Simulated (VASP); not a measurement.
A run of VASP 6.6.1:

The input INCAR:

```
SYSTEM = W
PREC = Accurate
ENCUT = 520
EDIFF = 1E-7
ISMEAR = -1
SIGMA = 0.1
LREAL = .False.
LASPH = .True.
NELM = 80
ALGO = Normal
ISIF = 2
LWAVE = .False.
LCHARG = .False.
GGA = B5
ALDAX = 1.0
AGGAX = 1.0
AGGAC = 1.0
ALDAC = 0.0
NBANDS = 66
```

Contents of KPOINTS:

```
Automatic mesh
0
Gamma
  5 5 5
  0 0 0
```

File POSCAR:

```
W
1.0
    5.1357992757      0.0000000000      0.0000000000
    0.0000000000      5.1357992757      0.0000000000
    0.0000000000      0.0000000000      5.1357992757
W
8
Direct
    1.0000000000      0.0000000000      1.0000000000
    0.5000000000      0.5000000000      0.5000000000
    1.0000000000      0.5000000000      0.2500000000
    1.0000000000      0.5000000000      0.7500000000
    0.2500000000      1.0000000000      0.5000000000
    0.7500000000      0.0000000000      0.5000000000
    0.5000000000      0.7500000000      0.0000000000
    0.5000000000      0.2500000000      0.0000000000
```

Potentials or basis: VASP PAW PBE potentials, release 64 (W_sv).

The run is started by

```sh
$ cat potpaw_PBE.64/W_sv/POTCAR > POTCAR
$ mpirun -np 1 vasp_std > vasp.out
```

Hardware: 1 thread of Intel Xeon 8259CL (shared host).

Q: Estimate the wall time of this run.

A: Wall time 5.1 min on 1 thread of Intel Xeon 8259CL (shared host), peak memory 0.26 GiB. Counts: scf iterations 16, k points 10.
